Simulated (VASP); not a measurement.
# Te2Mo (P2_1/m) in VASP: a series of runs

The runs below take Te2Mo through single point, with SVWN5, PBE+D3(BJ).

All numbers are computed with VASP 6.6.1; they aren't measurements. Logs are shortened: lines on timing, memory, paths and dates and some standing lists are left out, and cuts for length are marked.

## (1) The cell of the first run

Symmetry: P2_1/m, No. 11, monoclinic system. The conventional cell has a = 6.296 Å, b = 3.443 Å, c = 13.308 Å, α = 90.00°, β = 93.15°, γ = 90.00°. Te (site symmetry m) has 3 Mo at 2.76 to 2.78 Å and 10 Te at 3.40 to 3.69 Å within 3.7 Å. Te (site symmetry m) has 3 Mo at 2.67 to 2.68 Å and 9 Te at 3.44 to 3.81 Å within 3.9 Å. Within 3.7 Å of Te (site symmetry m) lie 3 Mo at 2.76 to 2.78 Å and 10 Te at 3.40 to 3.67 Å. Te (site symmetry m) has 3 Mo at 2.68 Å and 9 Te at 3.44 to 3.81 Å within 3.9 Å. Mo (site symmetry m) has 6 Te at 2.67 to 2.78 Å and 4 Mo at 2.86 to 3.44 Å within 3.5 Å. Mo (site symmetry m) has 6 Te at 2.68 to 2.78 Å and 4 Mo at 2.86 to 3.44 Å within 3.5 Å.

## (2) Single point, SVWN5

The input, INCAR:

```
PREC = Accurate
ENCUT = 520
EDIFF = 1E-6
ISMEAR = -1
SIGMA = 0.05
LREAL = F
LASPH = T
NELM = 60
ALGO = Normal
ISIF = 2
LWAVE = F
LCHARG = T
GGA = VW
LELF = T
LVHAR = T
NBANDS = 64
```

The input, KPOINTS:

```
Automatic mesh
0
Gamma
  4 8 2
```

The input, POSCAR:

```
Te2Mo
1.0
    6.2961719770      0.0000000000      0.0492740369
    0.0000000000      3.4427186468      0.0000000000
   -0.8340978623      0.0000000000     13.2816281182
Te Mo
8 4
Direct
    0.9416989424      0.7500000000      0.6051159443
    0.0583010576      0.2500000000      0.3948840557
    0.9078080802      0.2500000000      0.8467715283
    0.0921919198      0.7500000000      0.1532284717
    0.4157181952      0.7500000000      0.8951746231
    0.5842818048      0.2500000000      0.1048253769
    0.4385362638      0.2500000000      0.6528548598
    0.5614637362      0.7500000000      0.3471451402
    0.8180844344      0.7500000000      0.9925616733
    0.1819155656      0.2500000000      0.0074383267
    0.6802477407      0.2500000000      0.4935694806
    0.3197522593      0.7500000000      0.5064305194
```

Potentials or basis: VASP PAW PBE potentials, release 64 (Te, Mo_sv).

Run with:

```bash
$ cat potpaw_PBE.64/Te/POTCAR potpaw_PBE.64/Mo_sv/POTCAR > POTCAR
$ mpirun -np 1 vasp_std > vasp.out
```

OUTCAR:

```text
PREC = Accurate
   ENCUT = 520
   EDIFF = 1E-6
   ISMEAR = -1
   LREAL = F
   LASPH = T
   NELM = 60
   ISIF = 2
   GGA = VW

 ion  position               nearest neighbor table
   1  0.942  0.750  0.605-  11 2.76  11 2.76  12 2.78   2 3.40   2 3.40   7 3.60   7 3.60   3 3.66
                             3 3.66
   2  0.058  0.250  0.395-  12 2.76  12 2.76  11 2.78   1 3.40   1 3.40   8 3.60   8 3.60   4 3.66
                             4 3.66
   3  0.908  0.250  0.847-  10 2.67   9 2.68   9 2.68   5 3.63   5 3.63   5 3.66   5 3.66   1 3.66
                             1 3.66
   4  0.092  0.750  0.153-   9 2.67  10 2.68  10 2.68   6 3.63   6 3.63   6 3.66   6 3.66   2 3.66
                             2 3.66
   5  0.416  0.750  0.895-  10 2.76  10 2.76   9 2.78   6 3.40   6 3.40   3 3.63   3 3.63   3 3.66
                             3 3.66   7 3.67   7 3.67
   6  0.584  0.250  0.105-   9 2.76   9 2.76  10 2.78   5 3.40   5 3.40   4 3.63   4 3.63   4 3.66
                             4 3.66   8 3.67   8 3.67
   7  0.439  0.250  0.653-  12 2.68  12 2.68  11 2.68   1 3.60   1 3.60   5 3.67   5 3.67
   8  0.561  0.750  0.347-  11 2.68  11 2.68  12 2.68   2 3.60   2 3.60   6 3.67   6 3.67
   9  0.818  0.750  0.993-   4 2.67   3 2.68   3 2.68   6 2.76   6 2.76   5 2.78  10 2.86  10 2.86

  10  0.182  0.250  0.007-   3 2.67   4 2.68   4 2.68   5 2.76   5 2.76   6 2.78   9 2.86   9 2.86

  11  0.680  0.250  0.494-   8 2.68   8 2.68   7 2.68   1 2.76   1 2.76   2 2.78  12 2.86  12 2.86

  12  0.320  0.750  0.506-   7 2.68   7 2.68   8 2.68   2 2.76   2 2.76   1 2.78  11 2.86  11 2.86

  LATTYP: Found a simple monoclinic cell.
 ALAT       =     6.2963647841
 B/A-ratio  =     0.5467787787
 C/A-ratio  =     2.1135677234
 COS(beta)  =    -0.0548650741

  Lattice vectors:

 A1 = (   6.2961719770,   0.0000000000,   0.0492740369)
 A2 = (   0.0000000000,   3.4427186468,   0.0000000000)
 A3 = (  -0.8340978623,   0.0000000000,  13.2816281182)

Analysis of symmetry for initial positions (statically):
=====================================================================
 Subroutine PRICEL returns:
 Original cell was already a primitive cell.

 Routine SETGRP: Setting up the symmetry group for a
 simple monoclinic supercell.

 Subroutine GETGRP returns: Found  4 space group operations
 (whereof  2 operations were pure point group operations)
 out of a pool of  4 trial point group operations.

The static configuration has the point symmetry S_2 .
 The point group associated with its full space group is C_2h.

Analysis of symmetry for dynamics (positions and initial velocities):
=====================================================================
 Subroutine PRICEL returns:
 Original cell was already a primitive cell.

 Routine SETGRP: Setting up the symmetry group for a
 simple monoclinic supercell.

 Subroutine GETGRP returns: Found  4 space group operations
 (whereof  2 operations were pure point group operations)
 out of a pool of  4 trial point group operations.

The dynamic configuration has the point symmetry S_2 .
 The point group associated with its full space group is C_2h.

 Subroutine INISYM returns: Found  4 space group operations
 (whereof  2 operations are pure point group operations),
 and found     1 'primitive' translations

----------------------------------------------------------------------------------------

                                     Primitive cell

  volume of cell :     288.0334

  direct lattice vectors                    reciprocal lattice vectors
     6.296171977  0.000000000  0.049274037     0.158748643  0.000000000  0.009969554
     0.000000000  3.442718647  0.000000000     0.000000000  0.290468116  0.000000000
    -0.834097862  0.000000000 13.281628118    -0.000588948  0.000000000  0.075254988

  length of vectors
     6.296364784  3.442718647 13.307793383     0.159061384  0.290468116  0.075257292

  position of ions in fractional coordinates (direct lattice)
     0.941698942  0.750000000  0.605115944
     0.058301058  0.250000000  0.394884056
     0.907808080  0.250000000  0.846771528
     0.092191920  0.750000000  0.153228472
     0.415718195  0.750000000  0.895174623
     0.584281805  0.250000000  0.104825377
     0.438536264  0.250000000  0.652854860
     0.561463736  0.750000000  0.347145140
     0.818084434  0.750000000  0.992561673
     0.181915566  0.250000000  0.007438327
     0.680247741  0.250000000  0.493569481
     0.319752259  0.750000000  0.506430519

  ion indices of the primitive-cell ions
   primitive index   ion index
                 1           1
                 2           2
                 3           3
                 4           4
                 5           5
                 6           6
                 7           7
                 8           8
                 9           9
                10          10
                11          11
                12          12

----------------------------------------------------------------------------------------

 KPOINTS: Automatic mesh

Automatic generation of k-mesh.
 Grid dimensions read from file:
 generate k-points for:    4    8    2

 Generating k-lattice:

  Cartesian coordinates                     Fractional coordinates (reciprocal lattice)
     0.039687161  0.000000000  0.002492388     0.250000000  0.000000000  0.000000000
     0.000000000  0.036308515  0.000000000     0.000000000  0.125000000  0.000000000
    -0.000294474  0.000000000  0.037627494     0.000000000  0.000000000  0.500000000

  Length of vectors
     0.039765346  0.036308515  0.037628646

  Shift w.r.t. Gamma in fractional coordinates (k-lattice)
     0.000000000  0.000000000  0.000000000

 Subroutine IBZKPT returns following result:
 ===========================================

 Found     30 irreducible k-points:

 Following reciprocal coordinates:
            Coordinates               Weight
  0.000000  0.000000  0.000000      1.000000
  0.250000  0.000000 -0.000000      2.000000
  0.500000  0.000000 -0.000000      1.000000
  0.000000  0.125000  0.000000      2.000000
  0.250000  0.125000 -0.000000      4.000000
  0.500000  0.125000 -0.000000      2.000000
[... 16 lines left out ...]
  0.250000  0.250000  0.500000      4.000000
  0.500000  0.250000  0.500000      2.000000
 [... further k-points ...]
   k-points           NKPTS =     30   k-points in BZ     NKDIM =     30   number of bands    NBANDS=     64
   number of dos      NEDOS =    301   number of ions     NIONS =     12
   total plane-waves  NPLWV = 134400
   dimension x,y,z NGX =    48 NGY =   28 NGZ =  100
   dimension x,y,z NGXF=    96 NGYF=   56 NGZF=  200
   ions per type =               8   4
   NGX,Y,Z   is equivalent  to a cutoff of  12.67, 13.52, 12.49 a.u.
   NGXF,Y,Z  is equivalent  to a cutoff of  25.35, 27.04, 24.98 a.u.
 SYSTEM =  unknown system
   PREC   = accura    normal or accurate (medium, high low for compatibility)
   ISTART =      0    job   : 0-new  1-cont  2-samecut
   ICHARG =      2    charge: 1-file 2-atom 10-const
   ISPIN  =      1    spin polarized calculation?
   LNONCOLLINEAR =      F non collinear calculations
   LSORBIT =      F    spin-orbit coupling
   LASPH  =      T    aspherical Exc in radial PAW
   ENCUT  =  520.0 eV  38.22 Ry    6.18 a.u.  11.71  6.40 24.74*2*pi/ulx,y,z
   NELM   =     60;   NELMIN=  2; NELMDL= -5     # of ELM steps
   EDIFF  = 0.1E-05   stopping-criterion for ELM
   LREAL  =      F    real-space projection
[... 7 lines left out ...]
   TEBEG  =    0.0;   TEEND  =   0.0 temperature during run
   PSTRESS=    0.0 pullay stress
   NELECT =     104.0000    total number of electrons
   NUPDOWN=      -1.0000    fix difference up-down
   EMIN   =  10.00;   EMAX   =-10.00  energy-range for DOS
   EFERMI =   0.00;   METHOD = LEGACY
   ISMEAR =    -1;   SIGMA  =   0.05  broadening in eV -4-tet -1-fermi 0-gaus
   EFERMI_NEDOS =   21; number of points for ismear=-14 and -15
   IALGO  =     38    algorithm
   IMIX   =      4    mixing-type and parameters
     AMIX     =   0.40;   BMIX     =  1.00
     AMIX_MAG =   1.60;   BMIX_MAG =  1.00
  volume/ion in A,a.u.               =      24.00       161.98
  Fermi-wavevector in a.u.,A,eV,Ry     =   1.165749  2.202946 18.489915  1.358970
  Thomas-Fermi vector in A             =   2.302271
   LORBIT       =      0    0 simple, 1 ext, 2 COOP (PROOUT), +10 PAW based schemes
   GGA     = VW    functional components
   LHFCALC =     F    Hartree Fock is set to
   AEXX    =    0.0000 exact exchange contribution
   IVDW    =     0    specifies the selected vdW correction
   LEPSILON=     F    determine dielectric tensor
   LRPA    =     F    only Hartree local field effects (RPA)
 non-spin polarized calculation
  energy-cutoff  :      520.00
  volume of cell :      288.03
 maximum number of plane-waves:      7811
 NGX is ok and might be reduce to    48
   NGX = 23   NGY = 13   NGZ = 49

 number of electron     103.9999989 magnetization

 Free energy of the ion-electron system (eV)
  ---------------------------------------------------
  ext. energy  EPLUGINS =         0.00000000
  ---------------------------------------------------
  free energy    TOTEN  =       -82.50658155 eV

  energy without entropy =      -82.47217309  energy(sigma->0) =      -82.48937732

 E-fermi :   8.7184     XC(G=0): -10.8430

 val. band max:        8.6855181323   @ k =   0.2500   0.0000  -0.0000
 cond. band min:       8.7288423762   @ k =  -0.0000   0.2500   0.5000
 fundamental gap:      0.0433242438
 Fermi energy:         8.7183657807

 k-point     1 :       0.0000    0.0000    0.0000
  band No.  band energies     occupation
      1     -52.2388      2.00000
      2     -52.2181      2.00000
      3     -52.1711      2.00000
      4     -52.1510      2.00000
      5     -26.5905      2.00000
      6     -26.5698      2.00000
[... 56 lines left out ...]
     63      11.6341      0.00000
     64      11.7165      0.00000

 k-point     2 :       0.2500    0.0000   -0.0000
  band No.  band energies     occupation
      1     -52.2386      2.00000
      2     -52.2179      2.00000
      3     -52.1713      2.00000
      4     -52.1512      2.00000
      5     -26.5854      2.00000
      6     -26.5647      2.00000
[... 1530 lines left out ...]
     63      11.0111      0.00000
     64      11.1909      0.00000

 [... further k-points ...]
[... 5 lines left out ...]
  --------------------------------------------------------------------------------------
  -------------------------------------------------------------------------------------
  Total        0.4178602      0.4379274      0.4835940      0.0000000      0.0000000      0.0115045
  in kB        2.3243355      2.4359584      2.6899776      0.0000000      0.0000000      0.0639936
  external PRESSURE =       2.4834238 kB  Pullay stress =       0.0000000 kB

 VOLUME and BASIS-vectors are now :
 -----------------------------------------------------------------------------
  energy-cutoff  :      520.00
  volume of cell :      288.03
      direct lattice vectors                 reciprocal lattice vectors
     6.296171977  0.000000000  0.049274037     0.158748643  0.000000000  0.009969554
     0.000000000  3.442718647  0.000000000     0.000000000  0.290468116  0.000000000
    -0.834097862  0.000000000 13.281628118    -0.000588948  0.000000000  0.075254988

 POSITION                                       TOTAL-FORCE (eV/Angst)
 -----------------------------------------------------------------------------------
      5.42437      2.58204      8.08333        -0.000129      0.000000      0.030220
      0.03770      0.86068      5.24758         0.000129      0.000000     -0.030220
      5.00943      0.86068     11.29124         0.001824      0.000000     -0.051462
      0.45265      2.58204      2.03967        -0.001824      0.000000      0.051462
      1.87077      2.58204     11.90986         0.001001      0.000000     -0.030446
      3.59130      0.86068      1.42104        -0.001001      0.000000      0.030446
      2.21655      0.86068      8.69258         0.001736      0.000000      0.049731
      3.24552      2.58204      4.63832        -0.001736      0.000000     -0.049731
      4.32291      2.58204     13.22315        -0.010794      0.000000      0.007062
      1.13917      0.86068      0.10776         0.010794      0.000000     -0.007062
      3.87127      0.86068      6.58892         0.010030      0.000000      0.011498
      1.59080      2.58204      6.74198        -0.010030     -0.000000     -0.011498
 -----------------------------------------------------------------------------------
    total drift:                                0.000000      0.000000      0.000000

  FREE ENERGIE OF THE ION-ELECTRON SYSTEM (eV)
  ---------------------------------------------------
  free  energy   TOTEN  =       -82.5065815495 eV

  energy  without entropy=      -82.4721730903  energy(sigma->0) =      -82.48937732
```

Wall time 23 min (1 thread of Intel Xeon 8259CL, shared host); peak memory 0.55 GiB.

What came out:

* Free energy: -82.5066 eV
* Pressure: 0.2 GPa
* Largest force: 0.051 eV/Å
* Band gap on the k mesh: zero (bands 52 and 53 overlap by 0.51 eV)

Forces on the atoms (eV/Å):
```
Te   0.000  0.000  0.030
Te   0.000  0.000 -0.030
Te   0.002  0.000 -0.051
Te  -0.002  0.000  0.051
Te   0.001  0.000 -0.030
Te  -0.001  0.000  0.030
Te   0.002  0.000  0.050
Te  -0.002  0.000 -0.050
Mo  -0.011  0.000  0.007
Mo   0.011  0.000 -0.007
Mo   0.010  0.000  0.011
Mo  -0.010  0.000 -0.011
```

Caveat: the PAW data sets were made with another functional, which shifts forces and pressure a little; spin-orbit coupling is left out, which moves the levels of the heavy elements.

## (3) Single point, PBE+D3(BJ)

This run uses another cell than the first one, of 24.28 Å³/atom.

The input, INCAR:

```
SYSTEM = Te2Mo
PREC = Accurate
ENCUT = 520
EDIFF = 1E-6
ISMEAR = -1
SIGMA = 0.05
LREAL = .False.
LASPH = .True.
NELM = 60
ALGO = Normal
ISIF = 2
LWAVE = .False.
LCHARG = .True.
GGA = PE
IVDW = 12
LELF = .True.
LVHAR = .True.
NBANDS = 64
```

The input, KPOINTS:

```
regular mesh
0
Gamma
  4 8 2
  0 0 0
```

The input, POSCAR:

```
Te2Mo
1.0
    6.3367192724      0.0000000000      0.0302906346
    0.0000000000      3.4731014400      0.0000000000
   -0.8816310868      0.0000000000     13.2343660637
Te Mo
8 4
Direct
    0.9437314821      0.7500000000      0.6069209486
    0.0562685179      0.2500000000      0.3930790514
    0.9058710904      0.2500000000      0.8443939659
    0.0941289096      0.7500000000      0.1556060341
    0.4139390844      0.7500000000      0.8934384039
    0.5860609156      0.2500000000      0.1065615961
    0.4396192151      0.2500000000      0.6551004052
    0.5603807849      0.7500000000      0.3448995948
    0.8178583582      0.7500000000      0.9922805244
    0.1821416418      0.2500000000      0.0077194756
    0.6801661445      0.2500000000      0.4936258619
    0.3198338555      0.7500000000      0.5063741381
```

Potentials or basis: VASP PAW PBE potentials, release 64 (Te, Mo_sv).

Run with:

```bash
$ cat potpaw_PBE.64/Te/POTCAR potpaw_PBE.64/Mo_sv/POTCAR > POTCAR
$ mpirun -np 1 vasp_std > vasp.out
```

OUTCAR:

```text
SYSTEM = Te2Mo
   PREC = Accurate
   ENCUT = 520
   EDIFF = 1E-6
   ISMEAR = -1
   LREAL = .False.
   LASPH = .True.
   NELM = 60
   ISIF = 2
   GGA = PE
   IVDW = 12
 IVDW          = 12

 ion  position               nearest neighbor table
   1  0.944  0.750  0.607-  11 2.78  11 2.78  12 2.80   2 3.44   2 3.44   7 3.61   7 3.61   3 3.62
                             3 3.62
   2  0.056  0.250  0.393-  12 2.78  12 2.78  11 2.80   1 3.44   1 3.44   8 3.61   8 3.61   4 3.62
                             4 3.62
[... 1858 lines left out ...]
 -----------------------------------------------------------------------------
  energy-cutoff  :      520.00
  volume of cell :      291.36
      direct lattice vectors                 reciprocal lattice vectors
     6.336719272  0.000000000  0.030290635     0.157760131  0.000000000  0.010509475
     0.000000000  3.473101440  0.000000000     0.000000000  0.287927093  0.000000000
    -0.881631087  0.000000000 13.234366064    -0.000361079  0.000000000  0.075536800

 POSITION                                       TOTAL-FORCE (eV/Angst)
 -----------------------------------------------------------------------------------
      5.44508      2.60483      8.06080         0.001680     -0.000000      0.013766
      0.01001      0.86828      5.20386        -0.001680      0.000000     -0.013766
      4.99581      0.86828     11.20246         0.005791     -0.000000     -0.009827
      0.45928      2.60483      2.06220        -0.005791     -0.000000      0.009827
      1.83533      2.60483     11.83663         0.001563      0.000000     -0.011459
      3.61976      0.86828      1.42803        -0.001563     -0.000000      0.011459
      2.20819      0.86828      8.68315         0.003748     -0.000000      0.009976
      3.24690      2.60483      4.58150        -0.003748     -0.000000     -0.009976
      4.30771      2.60483     13.15698        -0.012024     -0.000000      0.006831
      1.14737      0.86828      0.10768         0.012024     -0.000000     -0.006831
      3.87483      0.86828      6.55343         0.011411     -0.000000      0.005213
      1.58026      2.60483      6.71123        -0.011411     -0.000000     -0.005213
 -----------------------------------------------------------------------------------
    total drift:                               -0.000000      0.000000      0.000000

  FREE ENERGIE OF THE ION-ELECTRON SYSTEM (eV)
  ---------------------------------------------------
  free  energy   TOTEN  =       -78.2389148225 eV

  energy  without entropy=      -78.2044269637  energy(sigma->0) =      -78.22167089
```

stdout:

```text
POSCAR found type information on POSCAR TeMo
 POSCAR found :  2 types and      12 ions
 scaLAPACK will be used
 LDA part: xc-table for (Slater+PW92), standard interpolation
 POSCAR, INCAR and KPOINTS ok, starting setup
 FFT: planning ... GRIDC
 FFT: planning ... GRID_SOFT
 FFT: planning ... GRID
 WAVECAR not read
 entering main loop
```

It took 6.9 min on 1 thread of Intel Xeon 6975P-C (Granite Rapids), shared host; peak memory 0.6 GiB.

Results:

| Quantity | Value |
| --- | --- |
| Free energy | -78.2389 eV |
| Pressure | -0.1 GPa |
| Largest force | 0.014 eV/Å |
| Band gap on the k mesh | zero (bands 52 and 53 overlap by 0.51 eV) |
| Dispersion energy per atom | -0.552 eV |

Forces on the atoms (eV/Å):
```
Te   0.002  0.000  0.014
Te  -0.002  0.000 -0.014
Te   0.006  0.000 -0.010
Te  -0.006  0.000  0.010
Te   0.002  0.000 -0.011
Te  -0.002  0.000  0.011
Te   0.004  0.000  0.010
Te  -0.004  0.000 -0.010
Mo  -0.012  0.000  0.007
Mo   0.012  0.000 -0.007
Mo   0.011  0.000  0.005
Mo  -0.011  0.000 -0.005
```

Caveat: spin-orbit coupling is left out, which moves the levels of the heavy elements.

The gap in the log of VASP goes by the Fermi energy; the results here count the filled bands.